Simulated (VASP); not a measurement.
# MgO (P6_3mc) in VASP: settings compared

The runs below take MgO through single point, with PBE, r2SCAN.

All numbers are computed with VASP 6.6.1; they aren't measurements. Logs are shortened: lines on timing, memory, paths and dates and some standing lists are left out, and cuts for length are marked.

**1. The cell of the first run**

The structure is hexagonal, space group P6_3mc (No. 186). The conventional cell has a = 3.379 Å, b = 3.379 Å, c = 5.225 Å, α = 90.00°, β = 90.00°, γ = 120.00°. Within 2.7 Å of Mg (site symmetry 3m) lie 4 O at 2.03 to 2.05 Å. O (site symmetry 3m) has 4 Mg at 2.03 to 2.05 Å within 2.7 Å.

**2. Single point, PBE (volume changed by +6%)**

File INCAR:

```
SYSTEM = MgO
PREC = Accurate
ENCUT = 520
EDIFF = 1E-7
ISMEAR = 0
SIGMA = 0.01
LREAL = .False.
LASPH = .True.
NELM = 60
ALGO = Normal
ISIF = 2
LWAVE = .False.
LCHARG = .False.
GGA = PE
NBANDS = 16
```

File KPOINTS:

```
regular mesh
0
Gamma
  9 9 4
  0 0 0
```

File POSCAR:

```
MgO
1.0
    3.3788499873      0.0000000000      0.0000000000
   -1.6894249937      2.9261699246      0.0000000000
    0.0000000000      0.0000000000      5.2246522458
Mg O
2 2
Direct
    0.3333333333      0.6666666667     -0.0083264846
    0.6666666667      0.3333333333      0.4916735154
    0.3333333333      0.6666666667      0.3833264846
    0.6666666667      0.3333333333      0.8833264846
```

Potentials or basis: VASP PAW PBE potentials, release 64 (Mg, O).

On the command line:

```bash
cat potpaw_PBE.64/Mg/POTCAR potpaw_PBE.64/O/POTCAR > POTCAR
mpirun -np 1 vasp_std > vasp.out
```

OUTCAR:

```text
SYSTEM = MgO
   PREC = Accurate
   ENCUT = 520
   EDIFF = 1E-7
   ISMEAR = 0
   LREAL = .False.
   LASPH = .True.
   NELM = 60
   ISIF = 2
   GGA = PE

 ion  position               nearest neighbor table
   1  0.333  0.667  0.992-   4 2.03   4 2.03   4 2.03   3 2.05   2 3.26   2 3.26   2 3.26   2 3.26
                             2 3.26   2 3.26
   2  0.667  0.333  0.492-   3 2.03   3 2.03   3 2.03   4 2.05   1 3.26   1 3.26   1 3.26   1 3.26
                             1 3.26   1 3.26
   3  0.333  0.667  0.383-   2 2.03   2 2.03   2 2.03   1 2.05
   4  0.667  0.333  0.883-   1 2.03   1 2.03   1 2.03   2 2.05

  LATTYP: Found a hexagonal cell.
 ALAT       =     3.3788499873
 C/A-ratio  =     1.5462812097

  Lattice vectors:

 A1 = (   3.3788499873,   0.0000000000,   0.0000000000)
 A2 = (  -1.6894249937,   2.9261699246,   0.0000000000)
 A3 = (   0.0000000000,   0.0000000000,   5.2246522458)

Analysis of symmetry for initial positions (statically):
=====================================================================
 Subroutine PRICEL returns:
 Original cell was already a primitive cell.

 Routine SETGRP: Setting up the symmetry group for a
 hexagonal supercell.

 Subroutine GETGRP returns: Found 12 space group operations
 (whereof  6 operations were pure point group operations)
 out of a pool of 24 trial point group operations.

The static configuration has the point symmetry C_3v.
 The point group associated with its full space group is C_6v.

Analysis of symmetry for dynamics (positions and initial velocities):
=====================================================================
 Subroutine PRICEL returns:
 Original cell was already a primitive cell.

 Routine SETGRP: Setting up the symmetry group for a
 hexagonal supercell.

 Subroutine GETGRP returns: Found 12 space group operations
 (whereof  6 operations were pure point group operations)
 out of a pool of 24 trial point group operations.

The dynamic configuration has the point symmetry C_3v.
 The point group associated with its full space group is C_6v.

 Subroutine INISYM returns: Found 12 space group operations
 (whereof  6 operations are pure point group operations),
 and found     1 'primitive' translations

----------------------------------------------------------------------------------------

                                     Primitive cell

  volume of cell :      51.6566

  direct lattice vectors                    reciprocal lattice vectors
     3.378849987  0.000000000  0.000000000     0.295958685  0.170871827  0.000000000
    -1.689424994  2.926169925  0.000000000     0.000000000  0.341743653  0.000000000
     0.000000000  0.000000000  5.224652246     0.000000000  0.000000000  0.191400299

  length of vectors
     3.378849987  3.378849987  5.224652246     0.341743653  0.341743653  0.191400299

  position of ions in fractional coordinates (direct lattice)
     0.333333333  0.666666667  0.991673515
     0.666666667  0.333333333  0.491673515
     0.333333333  0.666666667  0.383326485
     0.666666667  0.333333333  0.883326485

  ion indices of the primitive-cell ions
   primitive index   ion index
                 1           1
                 2           2
                 3           3
                 4           4

----------------------------------------------------------------------------------------

 KPOINTS: regular mesh

Automatic generation of k-mesh.
 Grid dimensions read from file:
 generate k-points for:    9    9    4

 Generating k-lattice:

  Cartesian coordinates                     Fractional coordinates (reciprocal lattice)
     0.032884298  0.018985759  0.000000000     0.111111111  0.000000000  0.000000000
     0.000000000  0.037971517  0.000000000     0.000000000  0.111111111  0.000000000
     0.000000000  0.000000000  0.047850075     0.000000000  0.000000000  0.250000000

  Length of vectors
     0.037971517  0.037971517  0.047850075

  Shift w.r.t. Gamma in fractional coordinates (k-lattice)
     0.000000000  0.000000000  0.000000000

 Subroutine IBZKPT returns following result:
 ===========================================

 Found     36 irreducible k-points:

 Following reciprocal coordinates:
            Coordinates               Weight
  0.000000  0.000000  0.000000      1.000000
  0.111111  0.000000  0.000000      6.000000
  0.222222  0.000000  0.000000      6.000000
  0.333333  0.000000  0.000000      6.000000
  0.444444  0.000000  0.000000      6.000000
  0.111111  0.111111  0.000000      6.000000
[... 16 lines left out ...]
  0.333333  0.222222  0.250000     24.000000
  0.333333  0.333333  0.250000      4.000000
 [... further k-points ...]
   k-points           NKPTS =     36   k-points in BZ     NKDIM =     36   number of bands    NBANDS=     16
   number of dos      NEDOS =    301   number of ions     NIONS =      4
   total plane-waves  NPLWV =  31360
   dimension x,y,z NGX =    28 NGY =   28 NGZ =   40
   dimension x,y,z NGXF=    56 NGYF=   56 NGZF=   80
   ions per type =               2   2
   NGX,Y,Z   is equivalent  to a cutoff of  13.78, 13.78, 12.73 a.u.
   NGXF,Y,Z  is equivalent  to a cutoff of  27.55, 27.55, 25.46 a.u.
 SYSTEM =  MgO
   PREC   = accura    normal or accurate (medium, high low for compatibility)
   ISTART =      0    job   : 0-new  1-cont  2-samecut
   ICHARG =      2    charge: 1-file 2-atom 10-const
   ISPIN  =      1    spin polarized calculation?
   LNONCOLLINEAR =      F non collinear calculations
   LSORBIT =      F    spin-orbit coupling
   LASPH  =      T    aspherical Exc in radial PAW
   ENCUT  =  520.0 eV  38.22 Ry    6.18 a.u.   6.28  6.28  9.71*2*pi/ulx,y,z
   NELM   =     60;   NELMIN=  2; NELMDL= -5     # of ELM steps
   EDIFF  = 0.1E-06   stopping-criterion for ELM
   LREAL  =      F    real-space projection
   EDIFFG = 0.1E-05   stopping-criterion for IOM
   NSW    =      0    number of steps for IOM
   IBRION =     -1    ionic relax: 0-MD 1-quasi-New 2-CG
   NFREE  =      0    steps in history (QN), initial steepest desc. (CG)
   ISIF   =      2    stress and relaxation
   ISYM   =      2    0-nonsym 1-usesym 2-fastsym
   POTIM  = 0.5000    time-step for ionic-motion
   TEBEG  =    0.0;   TEEND  =   0.0 temperature during run
   PSTRESS=    0.0 pullay stress
   NELECT =      16.0000    total number of electrons
   NUPDOWN=      -1.0000    fix difference up-down
   EMIN   =  10.00;   EMAX   =-10.00  energy-range for DOS
   EFERMI =   0.00;   METHOD = LEGACY
   ISMEAR =     0;   SIGMA  =   0.01  broadening in eV -4-tet -1-fermi 0-gaus
   EFERMI_NEDOS =   21; number of points for ismear=-14 and -15
   IALGO  =     38    algorithm
   IMIX   =      4    mixing-type and parameters
     AMIX     =   0.40;   BMIX     =  1.00
     AMIX_MAG =   1.60;   BMIX_MAG =  1.00
  volume/ion in A,a.u.               =      12.91        87.15
  Fermi-wavevector in a.u.,A,eV,Ry     =   1.107659  2.093173 16.693113  1.226909
  Thomas-Fermi vector in A             =   2.244176
   LORBIT       =      0    0 simple, 1 ext, 2 COOP (PROOUT), +10 PAW based schemes
   GGA     = PE    functional components
   LHFCALC =     F    Hartree Fock is set to
   AEXX    =    0.0000 exact exchange contribution
   IVDW    =     0    specifies the selected vdW correction
   LEPSILON=     F    determine dielectric tensor
   LRPA    =     F    only Hartree local field effects (RPA)
 non-spin polarized calculation
 Gauss-broadening in eV      SIGMA  =   0.01
  energy-cutoff  :      520.00
  volume of cell :       51.66
 maximum number of plane-waves:      1411
 NGX is ok and might be reduce to    28
   NGX = 13   NGY = 13   NGZ = 19

 number of electron      16.0000001 magnetization

 Free energy of the ion-electron system (eV)
  ---------------------------------------------------
  ext. energy  EPLUGINS =         0.00000000
  ---------------------------------------------------
  free energy    TOTEN  =       -23.47297741 eV

  energy without entropy =      -23.47297741  energy(sigma->0) =      -23.47297741

 E-fermi :   0.7249     XC(G=0):  -9.3605

 val. band max:        0.5863050416   @ k =   0.0000   0.0000   0.0000
 cond. band min:       3.6772286606   @ k =   0.0000   0.0000   0.0000
 fundamental gap:      3.0909236190
 Fermi energy:         0.7249095967

 k-point     1 :       0.0000    0.0000    0.0000
  band No.  band energies     occupation
      1     -15.3128      2.00000
      2     -14.6791      2.00000
      3      -2.3784      2.00000
      4       0.0168      2.00000
      5       0.0168      2.00000
      6       0.3010      2.00000
[... 8 lines left out ...]
     15      16.3465      0.00000
     16      16.3465      0.00000

 k-point     2 :       0.1111    0.0000    0.0000
  band No.  band energies     occupation
      1     -15.2608      2.00000
      2     -14.6600      2.00000
      3      -2.2647      2.00000
      4      -0.2792      2.00000
      5      -0.0633      2.00000
      6      -0.0581      2.00000
[... 8 lines left out ...]
     15      16.0683      0.00000
     16      16.4615      0.00000

 k-point     3 :       0.2222    0.0000    0.0000
  band No.  band energies     occupation
      1     -15.1216      2.00000
      2     -14.6157      2.00000
      3      -1.9445      2.00000
      4      -1.0465      2.00000
      5      -0.6045      2.00000
      6      -0.2188      2.00000
[... 8 lines left out ...]
     15      14.8959      0.00000
     16      15.4719      0.00000

 k-point     4 :       0.3333    0.0000    0.0000
  band No.  band energies     occupation
      1     -14.9434      2.00000
      2     -14.5796      2.00000
      3      -1.7538      2.00000
      4      -1.4808      2.00000
      5      -1.0905      2.00000
      6      -0.3762      2.00000
[... 8 lines left out ...]
     15      14.5738      0.00000
     16      15.5164      0.00000

 k-point     5 :       0.4444    0.0000    0.0000
  band No.  band energies     occupation
      1     -14.8001      2.00000
      2     -14.5791      2.00000
      3      -2.1457      2.00000
      4      -1.3850      2.00000
      5      -1.0342      2.00000
      6      -0.4702      2.00000
[... 8 lines left out ...]
     15      14.2172      0.00000
     16      15.7644      0.00000

 k-point     6 :       0.1111    0.1111    0.0000
  band No.  band energies     occupation
      1     -15.1651      2.00000
      2     -14.6283      2.00000
      3      -2.0475      2.00000
      4      -0.7492      2.00000
      5      -0.5802      2.00000
      6      -0.0845      2.00000
[... 8 lines left out ...]
     15      15.0955      0.00000
     16      15.5844      0.00000
[... 267 lines left out ...]
 k-point    21 :       0.4444    0.1111    0.2500
  band No.  band energies     occupation
      1     -14.7287      2.00000
      2     -14.6078      2.00000
      3      -2.2118      2.00000
      4      -1.7341      2.00000
      5      -0.7811      2.00000
      6      -0.3296      2.00000
[... 8 lines left out ...]
     15      14.0607      0.00000
     16      15.7628      0.00000

 k-point    22 :       0.2222    0.2222    0.2500
  band No.  band energies     occupation
      1     -14.8129      2.00000
      2     -14.6121      2.00000
      3      -1.7979      2.00000
      4      -1.7608      2.00000
      5      -0.7201      2.00000
      6      -0.5522      2.00000
[... 8 lines left out ...]
     15      13.5364      0.00000
     16      16.5932      0.00000

 k-point    23 :       0.3333    0.2222    0.2500
  band No.  band energies     occupation
      1     -14.7055      2.00000
      2     -14.6068      2.00000
      3      -1.9497      2.00000
      4      -1.6335      2.00000
      5      -1.1072      2.00000
      6      -0.5473      2.00000
[... 8 lines left out ...]
     15      13.7964      0.00000
     16      16.3759      0.00000

 k-point    24 :       0.3333    0.3333    0.2500
  band No.  band energies     occupation
      1     -14.6367      2.00000
      2     -14.6367      2.00000
      3      -1.6722      2.00000
      4      -1.5261      2.00000
      5      -1.5261      2.00000
      6      -0.7859      2.00000
[... 8 lines left out ...]
     15      13.9259      0.00000
     16      17.2098      0.00000

 [... further k-points ...]
[... 5 lines left out ...]
  --------------------------------------------------------------------------------------
  -------------------------------------------------------------------------------------
  Total       -2.1258687     -2.1258687     -1.9126652      0.0000000      0.0000000      0.0000000
  in kB      -65.9357858    -65.9357858    -59.3230806      0.0000000      0.0000000      0.0000000
  external PRESSURE =     -63.7315507 kB  Pullay stress =       0.0000000 kB

 VOLUME and BASIS-vectors are now :
 -----------------------------------------------------------------------------
  energy-cutoff  :      520.00
  volume of cell :       51.66
      direct lattice vectors                 reciprocal lattice vectors
     3.378849987  0.000000000  0.000000000     0.295958685  0.170871827  0.000000000
    -1.689424994  2.926169925  0.000000000     0.000000000  0.341743653  0.000000000
     0.000000000  0.000000000  5.224652246     0.000000000  0.000000000  0.191400299

 POSITION                                       TOTAL-FORCE (eV/Angst)
 -----------------------------------------------------------------------------------
     -0.00000      1.95078      5.18115        -0.000000     -0.000000      0.033916
      1.68942      0.97539      2.56882         0.000000      0.000000      0.033916
     -0.00000      1.95078      2.00275         0.000000      0.000000     -0.033916
      1.68942      0.97539      4.61507        -0.000000     -0.000000     -0.033916
 -----------------------------------------------------------------------------------
    total drift:                               -0.000000      0.000000     -0.000290

  FREE ENERGIE OF THE ION-ELECTRON SYSTEM (eV)
  ---------------------------------------------------
  free  energy   TOTEN  =       -23.4729774094 eV

  energy  without entropy=      -23.4729774094  energy(sigma->0) =      -23.47297741
```

Wall time 19 s (1 thread of AMD EPYC 9R45 (Zen 5), shared host); peak memory 0.16 GiB.

What came out:

```
Free energy            : -23.4730 eV
Pressure               : -6.4 GPa
Largest force          : 0.034 eV/Å
Band gap on the k mesh : 3.09 eV, direct
```

Forces on the atoms (eV/Å):
```
Mg   0.000  0.000  0.034
Mg   0.000  0.000  0.034
O    0.000  0.000 -0.034
O    0.000  0.000 -0.034
```

[end of part 1 of 3]
